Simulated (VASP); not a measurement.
# Be in VASP: notebook

Be is run at these levels: PBEsol, PBE; tasks: single point.

Everything below comes from runs of VASP 6.6.1. Logs are shortened: lines on timing, memory, paths and dates and some standing lists are left out, and cuts for length are marked.

### Step 1. The cell of the first run

It takes space group P4_2/m (No. 84, tetragonal). The conventional cell has a = 3.620 Å, b = 3.620 Å, c = 2.170 Å, α = 90.00°, β = 90.00°, γ = 90.00°. Be (site symmetry m) has 13 Be at 2.02 to 2.63 Å within 2.7 Å.

### Step 2. Single point, PBEsol (strained and its atoms moved)

INCAR reads:

```
PREC = Accurate ; ENCUT = 520
EDIFF = 1E-6 ; ISMEAR = 0
SIGMA = 0.1 ; LREAL = False
LASPH = True ; NELM = 60
ALGO = Fast ; ISIF = 2
LWAVE = False ; LCHARG = False
GGA = PS ; NBANDS = 12
```

KPOINTS reads:

```
Automatic mesh
0
Gamma
  10 10 16
```

POSCAR reads:

```
Be
1.0
    3.6203590275      0.0000000000      0.0000000000
    0.0000000000      3.6203590275      0.0000000000
    0.0000000000      0.0000000000      2.1700676000
Be
4
Direct
    0.3020737044      0.3039149263      0.0000000000
    0.6979262956      0.6960850737      0.0000000000
    0.1960850737      0.8020737044      0.5000000000
    0.8039149263      0.1979262956      0.5000000000
```

Potentials or basis: VASP PAW PBE potentials, release 64 (Be).

On the command line:

```bash
cat potpaw_PBE.64/Be/POTCAR > POTCAR
mpirun -np 1 vasp_std > vasp.out
```

OUTCAR:

```text
PREC = Accurate
   ENCUT = 520
   EDIFF = 1E-6
   ISMEAR = 0
   LREAL = False
   LASPH = True
   NELM = 60
   ISIF = 2
   GGA = PS

 ion  position               nearest neighbor table
   1  0.302  0.304  0.000-   2 2.02   3 2.14   4 2.14   3 2.14   4 2.14   4 2.15   4 2.15   3 2.15
                             3 2.15
   2  0.698  0.696  0.000-   1 2.02   3 2.14   4 2.14   3 2.14   4 2.14   4 2.15   4 2.15   3 2.15
                             3 2.15
   3  0.196  0.802  0.500-   4 2.02   2 2.14   1 2.14   1 2.14   2 2.14   2 2.15   1 2.15   1 2.15
                             2 2.15
   4  0.804  0.198  0.500-   3 2.02   2 2.14   1 2.14   1 2.14   2 2.14   2 2.15   2 2.15   1 2.15
                             1 2.15

  LATTYP: Found a simple tetragonal cell.
 ALAT       =     3.6203590275
 C/A-ratio  =     0.5994067394

  Lattice vectors:

 A1 = (   3.6203590275,   0.0000000000,   0.0000000000)
 A2 = (   0.0000000000,   3.6203590275,   0.0000000000)
 A3 = (   0.0000000000,   0.0000000000,   2.1700676000)

Analysis of symmetry for initial positions (statically):
=====================================================================
 Subroutine PRICEL returns:
 Original cell was already a primitive cell.

 Routine SETGRP: Setting up the symmetry group for a
 simple tetragonal supercell.

 Subroutine GETGRP returns: Found  8 space group operations
 (whereof  4 operations were pure point group operations)
 out of a pool of 16 trial point group operations.

The static configuration has the point symmetry C_2h.
 The point group associated with its full space group is C_4h.

Analysis of symmetry for dynamics (positions and initial velocities):
=====================================================================
 Subroutine PRICEL returns:
 Original cell was already a primitive cell.

 Routine SETGRP: Setting up the symmetry group for a
 simple tetragonal supercell.

 Subroutine GETGRP returns: Found  8 space group operations
 (whereof  4 operations were pure point group operations)
 out of a pool of 16 trial point group operations.

The dynamic configuration has the point symmetry C_2h.
 The point group associated with its full space group is C_4h.

 Subroutine INISYM returns: Found  8 space group operations
 (whereof  4 operations are pure point group operations),
 and found     1 'primitive' translations

----------------------------------------------------------------------------------------

                                     Primitive cell

  volume of cell :      28.4431

  direct lattice vectors                    reciprocal lattice vectors
     3.620359028  0.000000000  0.000000000     0.276215699  0.000000000  0.000000000
     0.000000000  3.620359028  0.000000000     0.000000000  0.276215699  0.000000000
     0.000000000  0.000000000  2.170067600     0.000000000  0.000000000  0.460815138

  length of vectors
     3.620359028  3.620359028  2.170067600     0.276215699  0.276215699  0.460815138

  position of ions in fractional coordinates (direct lattice)
     0.302073704  0.303914926  0.000000000
     0.697926296  0.696085074  0.000000000
     0.196085074  0.802073704  0.500000000
     0.803914926  0.197926296  0.500000000

  ion indices of the primitive-cell ions
   primitive index   ion index
                 1           1
                 2           2
                 3           3
                 4           4

----------------------------------------------------------------------------------------

 KPOINTS: Automatic mesh

Automatic generation of k-mesh.
 Grid dimensions read from file:
 generate k-points for:   10   10   16

 Generating k-lattice:

  Cartesian coordinates                     Fractional coordinates (reciprocal lattice)
     0.027621570  0.000000000  0.000000000     0.100000000  0.000000000  0.000000000
     0.000000000  0.027621570  0.000000000     0.000000000  0.100000000  0.000000000
     0.000000000  0.000000000  0.028800946     0.000000000  0.000000000  0.062500000

  Length of vectors
     0.027621570  0.027621570  0.028800946

  Shift w.r.t. Gamma in fractional coordinates (k-lattice)
     0.000000000  0.000000000  0.000000000

 Subroutine IBZKPT returns following result:
 ===========================================

 Found    243 irreducible k-points:

 Following reciprocal coordinates:
            Coordinates               Weight
  0.000000  0.000000  0.000000      1.000000
  0.100000  0.000000  0.000000      4.000000
  0.200000  0.000000  0.000000      4.000000
  0.300000  0.000000  0.000000      4.000000
  0.400000  0.000000  0.000000      4.000000
  0.500000  0.000000  0.000000      2.000000
[... 16 lines left out ...]
 -0.400000  0.300000  0.000000      4.000000
  0.500000  0.300000  0.000000      4.000000
 [... further k-points ...]
   k-points           NKPTS =    243   k-points in BZ     NKDIM =    243   number of bands    NBANDS=     12
   number of dos      NEDOS =    301   number of ions     NIONS =      4
[... 81 lines left out ...]
      8      15.1588      0.00000
      9      18.3796      0.00000
     10      19.0683      0.00000
     11      25.8949      0.00000
     12      25.8949      0.00000

 k-point     2 :       0.1000    0.0000    0.0000
  band No.  band energies     occupation
      1      -3.9304      2.00000
      2       1.9610      2.00000
      3       2.8030      2.00000
      4       6.5320      2.00000
      5       7.1887      2.00000
      6      12.3229      0.00000
      7      13.2401      0.00000
      8      16.3996      0.00000
      9      18.4831      0.00000
     10      19.4954      0.00000
     11      25.4187      0.00000
     12      25.9806      0.00000

 k-point     3 :       0.2000    0.0000    0.0000
  band No.  band energies     occupation
      1      -3.6872      2.00000
      2       1.0014      2.00000
      3       2.9657      2.00000
      4       6.3536      2.00000
      5       8.3465      0.00000
      6      11.0484      0.00000
      7      13.2270      0.00000
      8      18.3618      0.00000
      9      18.7926      0.00000
     10      20.6331      0.00000
     11      24.3565      0.00000
     12      25.8963      0.00000

 k-point     4 :       0.3000    0.0000    0.0000
  band No.  band energies     occupation
      1      -3.2816      2.00000
      2      -0.0923      2.00000
      3       3.3856      2.00000
      4       5.9764      2.00000
      5       9.2130      0.00000
      6      10.1380      0.00000
      7      13.8610      0.00000
      8      19.3047      0.00000
      9      20.1389      0.00000
     10      22.2420      0.00000
     11      23.1395      0.00000
     12      23.8158      0.00000

 k-point     5 :       0.4000    0.0000    0.0000
  band No.  band energies     occupation
      1      -2.7143      2.00000
      2      -1.1068      2.00000
      3       3.9704      2.00000
      4       5.3795      2.00000
      5       9.4928      0.00000
      6       9.6701      0.00000
      7      15.4136      0.00000
      8      19.6939      0.00000
      9      20.0126      0.00000
     10      21.9616      0.00000
     11      23.8993      0.00000
     12      24.1193      0.00000
[... 228 lines left out ...]
      1      -2.5446      2.00000
      2       0.6340      2.00000
      3       0.7171      2.00000
      4       3.9229      2.00000
      5      11.8922      0.00000
      6      13.2499      0.00000
      7      14.9386      0.00000
      8      18.9549      0.00000
      9      20.2178      0.00000
     10      22.3860      0.00000
     11      23.6427      0.00000
     12      24.4512      0.00000

 k-point    22 :       0.4000    0.3000    0.0000
  band No.  band energies     occupation
      1      -1.9720      2.00000
      2      -0.3496      2.00000
      3       1.2646      2.00000
      4       2.9120      2.00000
      5      12.9419      0.00000
      6      13.9318      0.00000
      7      15.9134      0.00000
      8      19.4622      0.00000
      9      20.9133      0.00000
     10      21.1185      0.00000
     11      22.7850      0.00000
     12      24.0940      0.00000

 k-point    23 :      -0.4000    0.3000    0.0000
  band No.  band energies     occupation
      1      -1.9719      2.00000
      2      -0.3505      2.00000
      3       1.2665      2.00000
      4       2.9105      2.00000
      5      12.9332      0.00000
      6      13.9633      0.00000
      7      15.8675      0.00000
      8      19.5354      0.00000
      9      20.9134      0.00000
     10      21.0633      0.00000
     11      22.7847      0.00000
     12      24.0857      0.00000

 k-point    24 :       0.5000    0.3000    0.0000
  band No.  band energies     occupation
      1      -1.2534      2.00000
      2      -1.2228      2.00000
      3       1.9949      2.00000
      4       2.0352      2.00000
      5      13.6053      0.00000
      6      13.6397      0.00000
      7      17.8149      0.00000
      8      17.8874      0.00000
      9      21.7550      0.00000
     10      21.8115      0.00000
     11      22.2978      0.00000
     12      22.3431      0.00000

 [... further k-points ...]
[... 5 lines left out ...]
  --------------------------------------------------------------------------------------
  -------------------------------------------------------------------------------------
  Total        2.8878050      2.8878050      3.2380693     -0.0000000      0.0000000      0.0000000
  in kB      162.6679172    162.6679172    182.3980427     -0.0000001      0.0000000      0.0000000
  external PRESSURE =     169.2446257 kB  Pullay stress =       0.0000000 kB

 VOLUME and BASIS-vectors are now :
 -----------------------------------------------------------------------------
  energy-cutoff  :      520.00
  volume of cell :       28.44
      direct lattice vectors                 reciprocal lattice vectors
     3.620359028  0.000000000  0.000000000     0.276215699  0.000000000  0.000000000
     0.000000000  3.620359028  0.000000000     0.000000000  0.276215699  0.000000000
     0.000000000  0.000000000  2.170067600     0.000000000  0.000000000  0.460815138

 POSITION                                       TOTAL-FORCE (eV/Angst)
 -----------------------------------------------------------------------------------
      1.09362      1.10028      0.00000        -0.180561     -0.282373      0.000000
      2.52674      2.52008      0.00000         0.180561      0.282373      0.000000
      0.70990      2.90379      1.08503         0.282373     -0.180561      0.000000
      2.91046      0.71656      1.08503        -0.282373      0.180561      0.000000
 -----------------------------------------------------------------------------------
    total drift:                               -0.000000      0.000000     -0.000000

  FREE ENERGIE OF THE ION-ELECTRON SYSTEM (eV)
  ---------------------------------------------------
  free  energy   TOTEN  =       -15.6026875464 eV

  energy  without entropy=      -15.6008184976  energy(sigma->0) =      -15.60175302
```

It took 19 s on 1 thread of Intel Xeon 6975P-C (Granite Rapids), shared host; peak memory 0.18 GiB.

Results:

```yaml
Free_energy: -15.6027 eV
Pressure: 16.9 GPa
Largest_force: 0.335 eV/Å
Band_gap_on_the_k_mesh: zero (bands 4 and 5 overlap by 2.22 eV)
```

Forces in eV/Å, atoms in the order of the input:
```
Be  -0.181 -0.282  0.000
Be   0.181  0.282  0.000
Be   0.282 -0.181  0.000
Be  -0.282  0.181  0.000
```

Stress tensor (GPa, compression positive):
```
16.27  0.00  0.00
 0.00 16.27  0.00
 0.00  0.00 18.24
```

Levels at points of the mesh, in eV from the Fermi level:
| k point | band 1 | band 2 | band 3 | band 4 | band 5 | band 6 | band 7 | band 8 | band 9 |
| --- | --- | --- | --- | --- | --- | --- | --- | --- | --- |
| (0.00, 0.00, 0.00) | -11.63 | -5.37 | -4.66 | -1.04 | -1.04 | 5.71 | 5.71 | 7.54 | 10.76 |
| (0.50, 0.00, 0.00) | -9.62 | -9.59 | -2.98 | -2.93 | 1.90 | 1.92 | 9.89 | 9.93 | 13.25 |
| (0.50, 0.50, 0.00) | -7.58 | -7.53 | -7.53 | -7.51 | 9.04 | 9.04 | 10.23 | 10.35 | 12.77 |
| (0.00, 0.00, 0.50) | -5.94 | -5.94 | 1.18 | 1.18 | 2.13 | 2.13 | 3.10 | 3.10 | 8.35 |
| (0.50, 0.00, 0.50) | -4.70 | -4.67 | -3.27 | -3.24 | 4.08 | 4.15 | 5.52 | 5.58 | 8.05 |
| (0.50, 0.50, 0.50) | -3.96 | -3.96 | -3.49 | -3.49 | 2.35 | 2.35 | 2.48 | 2.48 | 13.68 |

Caveat: the cell differs from its parent crystal (strained and its atoms moved); the cell stands under pressure; the PAW data sets were made with another functional, which shifts forces and pressure a little.

### Step 3. Single point, PBEsol (strained)

INCAR reads:

```
ALGO     = Fast           # electronic algorithm
EDIFF    = 1E-6           # SCF threshold, eV
ENCUT    = 520            # plane-wave cutoff, eV
GGA      = PS             # functional
ISIF     = 2              # what is computed and relaxed
ISMEAR   = 0              # smearing method
LASPH    = True           # aspherical terms in the spheres
LCHARG   = False          # write CHGCAR
LREAL    = False          # projectors in reciprocal space
LWAVE    = False          # write WAVECAR
NBANDS   = 12             # bands
NELM     = 100            # most SCF steps
PREC     = Accurate       # precision mode
SIGMA    = 0.1            # smearing width, eV
```

KPOINTS reads:

```
k-points
0
Gamma
  12 12 18
```

POSCAR reads:

```
Be
1.0
    3.8214880030      0.0000000000      0.0000000000
    0.0000000000      3.8214880030      0.0000000000
    0.0000000000      0.0000000000      2.1214307104
Be
4
Direct
    0.3162802147      0.3162802147      0.0000000000
    0.6837197853      0.6837197853      0.0000000000
    0.1837197853      0.8162802147      0.5000000000
    0.8162802147      0.1837197853      0.5000000000
```

Potentials or basis: VASP PAW PBE potentials, release 64 (Be).

On the command line:

```bash
cat potpaw_PBE.64/Be/POTCAR > POTCAR
mpirun -np 1 vasp_std > vasp.out
```

It took 26 s on 1 thread of Intel Xeon 6975P-C (Granite Rapids), shared host; peak memory 0.19 GiB.

It converged, with:

| Quantity | Value |
| --- | --- |
| Free energy | -15.5283 eV |
| Pressure | 6.0 GPa |
| Largest force | 0.808 eV/Å |
| Band gap on the k mesh | zero (bands 4 and 5 overlap by 3.09 eV) |

Forces on the atoms (eV/Å):
```
Be  -0.572 -0.572  0.000
Be   0.572  0.572  0.000
Be   0.572 -0.572  0.000
Be  -0.572  0.572  0.000
```

Stress tensor (GPa, compression positive):
```
 0.02  0.00  0.00
 0.00  0.02  0.00
 0.00  0.00 17.94
```

Levels at points of the mesh, in eV from the Fermi level:
| k point | band 1 | band 2 | band 3 | band 4 | band 5 | band 6 | band 7 | band 8 |
| --- | --- | --- | --- | --- | --- | --- | --- | --- |
| (0.00, 0.00, 0.00) | -11.09 | -5.37 | -4.22 | -1.98 | -1.98 | 5.18 | 5.18 | 5.77 |
| (0.50, 0.00, 0.00) | -9.22 | -9.22 | -3.24 | -3.24 | 1.29 | 1.29 | 8.20 | 8.20 |
| (0.50, 0.50, 0.00) | -7.41 | -7.41 | -7.28 | -7.28 | 7.73 | 7.73 | 9.40 | 9.40 |
| (0.00, 0.00, 0.50) | -5.10 | -5.10 | 1.12 | 1.12 | 2.35 | 2.35 | 3.89 | 3.89 |
| (0.50, 0.00, 0.50) | -4.08 | -4.08 | -2.38 | -2.38 | 4.15 | 4.15 | 5.56 | 5.56 |
| (0.50, 0.50, 0.50) | -3.41 | -3.41 | -2.61 | -2.61 | 2.53 | 2.53 | 2.61 | 2.61 |

Caveat: the cell differs from its parent crystal (strained); the cell stands under pressure; the PAW data sets were made with another functional, which shifts forces and pressure a little.

### Step 4. Single point, PBEsol (strained)

INCAR reads:

```
SYSTEM = Be
PREC = Accurate
ENCUT = 520
EDIFF = 1E-7
ISMEAR = 0
SIGMA = 0.1
LREAL = .FALSE.
LASPH = .TRUE.
NELM = 60
ALGO = Normal
ISIF = 2
LWAVE = .FALSE.
LCHARG = .FALSE.
GGA = PS
NBANDS = 12
```

KPOINTS reads:

```
regular mesh
0
G
  12 12 18
  0 0 0
```

POSCAR reads:

```
Be
1.0
    3.9389131538      0.0000000000      0.0000000000
    0.0000000000      3.9389131538      0.0000000000
    0.0000000000      0.0000000000      2.1929260256
Be
4
Direct
    0.3087313288      0.3087313288      0.0000000000
    0.6912686712      0.6912686712      0.0000000000
    0.1912686712      0.8087313288      0.5000000000
    0.8087313288      0.1912686712      0.5000000000
```

On the command line:

```bash
cat potpaw_PBE.64/Be/POTCAR > POTCAR
mpirun -np 1 vasp_std > vasp.out
```

It took 35 s on 1 thread of Intel Xeon 6975P-C (Granite Rapids), shared host; peak memory 0.2 GiB.

The run converged. Its results:

```
Free energy            : -15.6115 eV
Pressure               : -5.7 GPa
Largest force          : 0.231 eV/Å
Band gap on the k mesh : zero (bands 4 and 5 overlap by 2.78 eV)
```

Forces in eV/Å, atoms in the order of the input:
```
Be  -0.163 -0.163  0.000
Be   0.163  0.163  0.000
Be   0.163 -0.163  0.000
Be  -0.163  0.163  0.000
```

Stress tensor (GPa, compression positive):
```
-11.90   0.00   0.00
  0.00 -11.90   0.00
  0.00   0.00   6.63
```

Levels at points of the mesh, in eV from the Fermi level:
```tsv
k point	band 2	band 3	band 4	band 5	band 6	band 7
(0.00, 0.00, 0.00)	-4.97	-4.06	-1.77	-1.77	4.37	4.37
(0.50, 0.00, 0.00)	-8.80	-2.90	-2.90	0.99	0.99	7.65
(0.50, 0.50, 0.00)	-7.05	-6.90	-6.90	7.17	7.17	8.48
(0.00, 0.00, 0.50)	-4.83	1.01	1.01	2.29	2.29	3.51
(0.50, 0.00, 0.50)	-3.75	-2.43	-2.43	4.03	4.03	5.31
(0.50, 0.50, 0.50)	-3.12	-2.53	-2.53	2.24	2.24	2.37
```

Caveat: the cell differs from its parent crystal (strained); the cell stands under tension; the PAW data sets were made with another functional, which shifts forces and pressure a little.

### Step 5. Single point, PBE (strained)

INCAR reads:

```
SYSTEM = Be
PREC = Accurate
ENCUT = 520
EDIFF = 1E-6
ISMEAR = 0
SIGMA = 0.1
LREAL = .False.
LASPH = .True.
NELM = 60
ALGO = Normal
ISIF = 2
LWAVE = .False.
LCHARG = .False.
GGA = PE
NBANDS = 12
```

KPOINTS reads:

```
Automatic mesh
0
Gamma
  12 12 18
  0 0 0
```

POSCAR reads:

```
Be
1.0
    4.0212681255      0.0000000000      0.0000000000
    0.0000000000      4.0212681255      0.0000000000
    0.0000000000      0.0000000000      2.2430685600
Be
4
Direct
    0.3162802147      0.3162802147      0.0000000000
    0.6837197853      0.6837197853      0.0000000000
    0.1837197853      0.8162802147      0.5000000000
    0.8162802147      0.1837197853      0.5000000000
```

On the command line:

```bash
cat potpaw_PBE.64/Be/POTCAR > POTCAR
mpirun -np 1 vasp_std > vasp.out
```

Wall time 28 s (1 thread of Intel Xeon 6975P-C (Granite Rapids), shared host); peak memory 0.21 GiB.

The run converged. Its results:

* Free energy: -14.5302 eV
* Pressure: -10.1 GPa
* Largest force: 0.599 eV/Å
* Band gap on the k mesh: zero (bands 4 and 5 overlap by 3.01 eV)

Forces on the atoms (eV/Å):
```
Be  -0.423 -0.423  0.000
Be   0.423  0.423  0.000
Be   0.423 -0.423  0.000
Be  -0.423  0.423  0.000
```

Stress tensor (GPa, compression positive):
```
-14.03   0.00   0.00
  0.00 -14.03   0.00
  0.00   0.00  -2.33
```

Levels at points of the mesh, in eV from the Fermi level:
```tsv
k point	band 1	band 2	band 3	band 4	band 5	band 6	band 7	band 8	band 9
(0.00, 0.00, 0.00)	-10.26	-4.76	-3.59	-1.93	-1.93	4.50	4.50	5.37	8.15
(0.50, 0.00, 0.00)	-8.49	-8.49	-2.77	-2.77	0.98	0.98	7.23	7.23	13.20
(0.50, 0.50, 0.00)	-6.85	-6.85	-6.60	-6.60	7.02	7.02	8.55	8.55	8.70
(0.00, 0.00, 0.50)	-4.65	-4.65	1.08	1.08	2.04	2.04	3.63	3.63	6.52
(0.50, 0.00, 0.50)	-3.61	-3.61	-2.25	-2.25	3.78	3.78	5.09	5.09	6.11
(0.50, 0.50, 0.50)	-2.98	-2.98	-2.25	-2.25	1.85	1.85	2.15	2.15	11.23
```

Caveat: the cell differs from its parent crystal (strained); the cell stands under tension.

### Step 6. Overview

| level | cell | k mesh | gap on the mesh (eV) | pressure (GPa) | largest force (eV/Å) |
| --- | --- | --- | --- | --- | --- |
| PBEsol | a = 3.620, b = 3.620, c = 2.170 Å, 4 atoms, atomic positions A | 10 × 10 × 16 | none | 16.9 | 0.34 |
| PBEsol | a = 3.821, b = 3.821, c = 2.121 Å, 4 atoms, atomic positions B | 12 × 12 × 18 | none | 6.0 | 0.81 |
| PBEsol | a = 3.939, b = 3.939, c = 2.193 Å, 4 atoms, atomic positions C | 12 × 12 × 18 | none | -5.7 | 0.23 |
| PBE | a = 4.021, b = 4.021, c = 2.243 Å, 4 atoms, atomic positions B | 12 × 12 × 18 | none | -10.1 | 0.60 |

Alike in all rows: task single point; potentials or basis VASP PAW PBE potentials, release 64 (Be); no spin polarisation; cutoff (eV) 520; smearing gaussian 0.1 eV.

Caveats: the PAW data sets were made with another functional, which shifts forces and pressure a little (at least some runs); the cell stands under pressure (at least some runs); the cell stands under tension (at least some runs).

Total energies depend on the potentials used, so only differences within one code and one set of settings carry meaning.
